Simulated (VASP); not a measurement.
# LiH3 (P6/mmm) in VASP: a series of runs

The runs below take LiH3 through relaxation of cell and atoms, single point, with PBE.

Everything below comes from runs of VASP 6.6.1. Logs are shortened: lines on timing, memory, paths and dates and some standing lists are left out, and cuts for length are marked.

**1. The cell of the first run**

Symmetry: P6/mmm, No. 191, hexagonal system. The conventional cell has a = 2.823 Å, b = 2.823 Å, c = 4.939 Å, α = 90.00°, β = 90.00°, γ = 120.00°. Li (site symmetry 6/mmm) has 2 H at 1.49 Å within 2.0 Å. Within 1.3 Å of H (site symmetry 6mm) lie 1 H at 0.97 Å. Within 1.3 Å of H (site symmetry 6/mmm) lie 2 H at 0.97 Å.

The cell was built from a structure type or drawn by symmetry, and may not be a known phase.

**2. Relaxation of cell and atoms, PBE**

File INCAR:

```
PREC     = Accurate       # precision mode
ENCUT    = 600            # plane-wave cutoff, eV
EDIFF    = 1E-6           # SCF threshold, eV
ISMEAR   = 0              # smearing method
SIGMA    = 0.1            # smearing width, eV
LREAL    = F              # projectors in reciprocal space
LASPH    = T              # aspherical terms in the spheres
NELM     = 60             # most SCF steps
ALGO     = Normal         # electronic algorithm
ISIF     = 3              # what is computed and relaxed
LWAVE    = F              # write WAVECAR
LCHARG   = F              # write CHGCAR
GGA      = PE             # functional
IBRION   = 2              # ionic algorithm
NSW      = 90             # ionic steps
EDIFFG   = -0.04          # ionic threshold
```

File KPOINTS:

```
regular mesh
0
Gamma
  6 6 4
```

File POSCAR:

```
LiH3
1.0
    2.8231963600      0.0000000000      0.0000000000
   -1.4115981800      2.4449597600      0.0000000000
    0.0000000000      0.0000000000      4.9389273500
Li H
1 3
Direct
    0.0000000000      0.0000000000      0.5000000000
    0.0000000000      0.0000000000      0.8026315000
    0.0000000000      0.0000000000      0.1973685000
    0.0000000000      0.0000000000      0.0000000000
```

Potentials or basis: VASP PAW PBE potentials, release 64 (Li_sv, H).

Launch:

```console
$ cat potpaw_PBE.64/Li_sv/POTCAR potpaw_PBE.64/H/POTCAR > POTCAR
$ mpirun -np 1 vasp_std > vasp.out
```

OUTCAR:

```text
PREC = Accurate
   ENCUT = 600
   EDIFF = 1E-6
   ISMEAR = 0
   LREAL = F
   LASPH = T
   NELM = 60
   ISIF = 3
   GGA = PE
   IBRION = 2
   NSW = 90
   EDIFFG = -0.04

 ion  position               nearest neighbor table
   1  0.000  0.000  0.500-   2 1.49   3 1.49
   2  0.000  0.000  0.803-   1 1.49
   3  0.000  0.000  0.197-   1 1.49
   4  0.000  0.000  0.000-

  LATTYP: Found a hexagonal cell.
 ALAT       =     2.8231963600
 C/A-ratio  =     1.7494097895

  Lattice vectors:

 A1 = (   2.8231963600,   0.0000000000,   0.0000000000)
 A2 = (  -1.4115981800,   2.4449597600,   0.0000000000)
 A3 = (   0.0000000000,   0.0000000000,   4.9389273500)

Analysis of symmetry for initial positions (statically):
=====================================================================
 Subroutine PRICEL returns:
 Original cell was already a primitive cell.

 Routine SETGRP: Setting up the symmetry group for a
 hexagonal supercell.

 Subroutine GETGRP returns: Found 24 space group operations
 (whereof 24 operations were pure point group operations)
 out of a pool of 24 trial point group operations.

The static configuration has the point symmetry D_6h.

Analysis of symmetry for dynamics (positions and initial velocities):
=====================================================================
 Subroutine PRICEL returns:
 Original cell was already a primitive cell.

 Routine SETGRP: Setting up the symmetry group for a
 hexagonal supercell.

 Subroutine GETGRP returns: Found 24 space group operations
 (whereof 24 operations were pure point group operations)
 out of a pool of 24 trial point group operations.

The dynamic configuration has the point symmetry D_6h.

 Subroutine INISYM returns: Found 24 space group operations
 (whereof 24 operations are pure point group operations),
 and found     1 'primitive' translations

----------------------------------------------------------------------------------------

                                     Primitive cell

  volume of cell :      34.0914

  direct lattice vectors                    reciprocal lattice vectors
     2.823196360  0.000000000  0.000000000     0.354208448  0.204502343  0.000000000
    -1.411598180  2.444959760  0.000000000     0.000000000  0.409004686  0.000000000
     0.000000000  0.000000000  4.938927350     0.000000000  0.000000000  0.202473114

  length of vectors
     2.823196360  2.823196353  4.938927350     0.409004685  0.409004686  0.202473114

  position of ions in fractional coordinates (direct lattice)
     0.000000000  0.000000000  0.500000000
     0.000000000  0.000000000  0.802631500
     0.000000000  0.000000000  0.197368500
     0.000000000  0.000000000  0.000000000

  ion indices of the primitive-cell ions
   primitive index   ion index
                 1           1
                 2           2
                 3           3
                 4           4

----------------------------------------------------------------------------------------

 KPOINTS: regular mesh

Automatic generation of k-mesh.
 Grid dimensions read from file:
 generate k-points for:    6    6    4

 Generating k-lattice:

  Cartesian coordinates                     Fractional coordinates (reciprocal lattice)
     0.059034741  0.034083724  0.000000000     0.166666667  0.000000000  0.000000000
     0.000000000  0.068167448  0.000000000     0.000000000  0.166666667  0.000000000
     0.000000000  0.000000000  0.050618278     0.000000000  0.000000000  0.250000000

  Length of vectors
     0.068167448  0.068167448  0.050618278

  Shift w.r.t. Gamma in fractional coordinates (k-lattice)
     0.000000000  0.000000000  0.000000000

 Subroutine IBZKPT returns following result:
 ===========================================

 Found     21 irreducible k-points:

 Following reciprocal coordinates:
            Coordinates               Weight
  0.000000  0.000000  0.000000      1.000000
  0.166667  0.000000  0.000000      6.000000
  0.333333  0.000000  0.000000      6.000000
  0.500000  0.000000  0.000000      3.000000
  0.166667  0.166667  0.000000      6.000000
  0.333333  0.166667  0.000000     12.000000
[... 13 lines left out ...]
  0.333333  0.166667  0.500000     12.000000
  0.333333  0.333333  0.500000      2.000000
   k-points           NKPTS =     21   k-points in BZ     NKDIM =     21   number of bands    NBANDS=      7
   number of dos      NEDOS =    301   number of ions     NIONS =      4
   total plane-waves  NPLWV =  23040
   dimension x,y,z NGX =    24 NGY =   24 NGZ =   40
   dimension x,y,z NGXF=    48 NGYF=   48 NGZF=   80
   ions per type =               1   3
   NGX,Y,Z   is equivalent  to a cutoff of  14.13, 14.13, 13.46 a.u.
   NGXF,Y,Z  is equivalent  to a cutoff of  28.27, 28.27, 26.93 a.u.
 SYSTEM =  unknown system
   PREC   = accura    normal or accurate (medium, high low for compatibility)
   ISTART =      0    job   : 0-new  1-cont  2-samecut
   ICHARG =      2    charge: 1-file 2-atom 10-const
   ISPIN  =      1    spin polarized calculation?
   LNONCOLLINEAR =      F non collinear calculations
   LSORBIT =      F    spin-orbit coupling
   LASPH  =      T    aspherical Exc in radial PAW
   ENCUT  =  600.0 eV  44.10 Ry    6.64 a.u.   5.64  5.64  9.86*2*pi/ulx,y,z
   NELM   =     60;   NELMIN=  2; NELMDL= -5     # of ELM steps
   EDIFF  = 0.1E-05   stopping-criterion for ELM
   LREAL  =      F    real-space projection
   EDIFFG = -.4E-01   stopping-criterion for IOM
   NSW    =     90    number of steps for IOM
   IBRION =      2    ionic relax: 0-MD 1-quasi-New 2-CG
   NFREE  =      1    steps in history (QN), initial steepest desc. (CG)
   ISIF   =      3    stress and relaxation
   ISYM   =      2    0-nonsym 1-usesym 2-fastsym
   POTIM  = 0.5000    time-step for ionic-motion
   TEBEG  =    0.0;   TEEND  =   0.0 temperature during run
   PSTRESS=    0.0 pullay stress
   NELECT =       6.0000    total number of electrons
   NUPDOWN=      -1.0000    fix difference up-down
   EMIN   =  10.00;   EMAX   =-10.00  energy-range for DOS
   EFERMI =   0.00;   METHOD = LEGACY
   ISMEAR =     0;   SIGMA  =   0.10  broadening in eV -4-tet -1-fermi 0-gaus
   EFERMI_NEDOS =   21; number of points for ismear=-14 and -15
   IALGO  =     38    algorithm
   IMIX   =      4    mixing-type and parameters
     AMIX     =   0.40;   BMIX     =  1.00
     AMIX_MAG =   1.60;   BMIX_MAG =  1.00
  volume/ion in A,a.u.               =       8.52        57.52
  Fermi-wavevector in a.u.,A,eV,Ry     =   0.917438  1.733707 11.451924  0.841693
  Thomas-Fermi vector in A             =   2.042407
   LORBIT       =      0    0 simple, 1 ext, 2 COOP (PROOUT), +10 PAW based schemes
   GGA     = PE    functional components
   LHFCALC =     F    Hartree Fock is set to
   AEXX    =    0.0000 exact exchange contribution
   IVDW    =     0    specifies the selected vdW correction
   LEPSILON=     F    determine dielectric tensor
   LRPA    =     F    only Hartree local field effects (RPA)
 conjugate gradient relaxation of ions
 non-spin polarized calculation
 Gauss-broadening in eV      SIGMA  =   0.10
  energy-cutoff  :      600.00
  volume of cell :       34.09
 maximum number of plane-waves:      1148
 NGX is ok and might be reduce to    24
   NGX = 11   NGY = 11   NGZ = 19

--------------------------------------- Ionic step        1  -------------------------------------------

 number of electron       6.0000000 magnetization

 Free energy of the ion-electron system (eV)
  ---------------------------------------------------
  ext. energy  EPLUGINS =         0.00000000
  ---------------------------------------------------
  free energy    TOTEN  =       -10.47151149 eV

  energy without entropy =      -10.47150799  energy(sigma->0) =      -10.47150974

------------------------ aborting loop because EDIFF is reached ----------------------------------------

  FORCE on cell =-STRESS in cart. coord.  units (eV):
  Direction    XX          YY          ZZ          XY          YZ          ZX
  --------------------------------------------------------------------------------------
  -------------------------------------------------------------------------------------
  Total        1.2876114      1.2876114      2.9814352      0.0000000      0.0000000      0.0000000
  in kB       60.5131767     60.5131763    140.1168998      0.0000000      0.0000000      0.0000000
  external PRESSURE =      87.0477509 kB  Pullay stress =       0.0000000 kB
[... 95 lines left out ...]
  FREE ENERGIE OF THE ION-ELECTRON SYSTEM (eV)
  ---------------------------------------------------
  free  energy   TOTEN  =       -10.6653080974 eV

  energy  without entropy=      -10.6642338734  energy(sigma->0) =      -10.66477099

[... ionic steps 4 to 10 ...]

--------------------------------------- Ionic step       11  -------------------------------------------

 number of electron       6.0000005 magnetization

------------------------ aborting loop because EDIFF is reached ----------------------------------------

  FORCE on cell =-STRESS in cart. coord.  units (eV):
  Direction    XX          YY          ZZ          XY          YZ          ZX
  --------------------------------------------------------------------------------------
  -------------------------------------------------------------------------------------
  Total       -0.0525291     -0.0525291     -0.0125805      0.0000000     -0.0000000      0.0000000
  in kB       -1.5318339     -1.5318339     -0.3668676      0.0000000     -0.0000000      0.0000000
  external PRESSURE =      -1.1435118 kB  Pullay stress =       0.0000000 kB
[... 61 lines left out ...]
  energy  without entropy=      -10.8824625570  energy(sigma->0) =      -10.88246256

--------------------------------------- Ionic step       13  -------------------------------------------

 number of electron       6.0000001 magnetization

 Free energy of the ion-electron system (eV)
  ---------------------------------------------------
  ext. energy  EPLUGINS =         0.00000000
  ---------------------------------------------------
  free energy    TOTEN  =       -10.88271463 eV

  energy without entropy =      -10.88271463  energy(sigma->0) =      -10.88271463

 E-fermi :  -1.7396     XC(G=0):  -5.7911

 val. band max:       -2.2275360054   @ k =   0.3333   0.3333   0.5000
 cond. band min:      -0.8759071608   @ k =   0.0000   0.0000   0.0000
 fundamental gap:      1.3516288446
 Fermi energy:        -1.7396479380

 k-point     1 :       0.0000    0.0000    0.0000
  band No.  band energies     occupation
      1     -48.2892      2.00000
      2      -8.7574      2.00000
      3      -3.7527      2.00000
      4      -0.8759      0.00000
      5       7.7251      0.00000
      6       8.6815      0.00000
      7       9.3053      0.00000
[... 229 lines left out ...]
  FREE ENERGIE OF THE ION-ELECTRON SYSTEM (eV)
  ---------------------------------------------------
  free  energy   TOTEN  =       -10.8827146284 eV

  energy  without entropy=      -10.8827146284  energy(sigma->0) =      -10.88271463

 reached required accuracy - stopping structural energy minimisation
```

Wall time 23 s (1 thread of Intel Xeon 6975P-C (Granite Rapids), shared host); peak memory 0.14 GiB.

What came out:

```
Free energy                           : -10.8827 eV
Relaxed volume                        : 13.63 Å³/atom
Relaxed cell                          : a = 3.436 Å, b = 3.436 Å, c = 5.331 Å, α = 90.00°, β = 90.00°, γ = 120.00°
Space group after relaxing (to 0.1 Å) : P6/mmm (No. 191)
Energy gained by relaxing             : 102.8 meV/atom
Ionic steps                           : 13
Pressure after relaxing               : 0.0 GPa
Band gap on the k mesh                : 1.35 eV (least direct gap 2.52 eV)
```

Step by step:
```tsv
step	energy change (eV)	largest force (eV/Å)	pressure (GPa)	volume (Å³)
1	0.0000	0.6944	8.70	34.09
2	-0.1411	0.1607	5.53	36.42
3	-0.1938	0.1937	3.24	38.73
4	-0.1976	0.2828	2.64	39.49
5	-0.2474	0.1405	1.91	41.35
6	-0.3423	0.3062	0.11	47.22
7	-0.2848	1.0928	-2.57	60.30
8	-0.3587	0.5950	-0.92	51.43
9	-0.3945	0.3836	-0.55	53.02
10	-0.4103	0.0677	-0.08	55.10
11	-0.4104	0.0943	-0.11	54.94
12	-0.4110	0.0520	-0.08	54.75
13	-0.4112	0.0012	-0.03	54.52
```

Final structure:
```xyz
4
Lattice="3.4364 0.0000 0.0000 -1.7182 2.9760 0.0000 0.0000 0.0000 5.3307" Properties=species:S:1:pos:R:3 pbc="T T T"
Li    0.0000    0.0000    2.6654
H     0.0000    0.0000    4.3372
H     0.0000    0.0000    0.9935
H     0.0000    0.0000    0.0000
```

Caveat: the k points lie up to 0.35 Å⁻¹ apart in the final cell; the cutoff is under 1.25 times the usual one of these potentials, so pressure, stress and relaxed cells hold a basis-set (Pulay) error; the volume moved by over 15 % at a fixed basis, so the end points are rough.

**3. Single point, PBE**

This run uses another cell than the first one, of 35.72 Å³/atom.

File INCAR:

```
PREC = Accurate
ENCUT = 520
EDIFF = 1E-6
ISMEAR = 0
SIGMA = 0.02
LREAL = False
LASPH = True
NELM = 80
ALGO = Normal
ISIF = 2
LWAVE = False
LCHARG = True
GGA = PE
LELF = True
LVHAR = True
NBANDS = 11
```

KPOINTS is that of step 2.

File POSCAR:

```
LiH3
1.0
    5.5118543838      0.0000000000      0.0000000000
   -2.7559271919      4.7734059184      0.0000000000
    0.0000000000      0.0000000000      5.4311893812
Li H
1 3
Direct
    0.0000000000      0.0000000000      0.5000000000
    0.0000000000      0.0000000000      0.8141067875
    0.0000000000      0.0000000000      0.1858932125
    0.0000000000      0.0000000000      0.0000000000
```

Potentials or basis: VASP PAW PBE potentials, release 64 (Li_sv, H).

Launch:

```console
$ cat potpaw_PBE.64/Li_sv/POTCAR potpaw_PBE.64/H/POTCAR > POTCAR
$ mpirun -np 1 vasp_std > vasp.out
```

It took 14 s on 1 thread of Intel Xeon 6975P-C (Granite Rapids), shared host; peak memory 0.24 GiB.

It converged, with:

- Free energy: -11.0890 eV
- Largest force: 0.021 eV/Å
- Band gap on the k mesh: 3.07 eV (least direct gap 3.12 eV)

Forces in eV/Å, atoms in the order of the input:
```
Li   0.000  0.000  0.000
H    0.000  0.000  0.021
H    0.000  0.000 -0.021
H    0.000  0.000  0.000
```

Levels at points of the mesh, in eV from the valence-band top:
| k point | band 1 | band 2 | band 3 | band 4 | band 5 | band 6 |
| --- | --- | --- | --- | --- | --- | --- |
| (0.00, 0.00, 0.00) | -45.31 | -5.19 | -0.05 | 3.07 | 6.07 | 6.07 |
| (0.50, 0.00, 0.00) | -45.31 | -5.16 | -0.01 | 3.50 | 4.42 | 5.44 |
| (0.00, 0.00, 0.50) | -45.31 | -5.22 | -0.25 | 5.07 | 5.49 | 6.71 |
| (0.50, 0.00, 0.50) | -45.31 | -5.19 | -0.08 | 4.33 | 5.35 | 6.14 |

Caveat: the cutoff is under 1.25 times the usual one of these potentials, so pressure, stress and relaxed cells hold a basis-set (Pulay) error. A k mesh can miss the band edges.

(Part 1 of 3 ends here.)
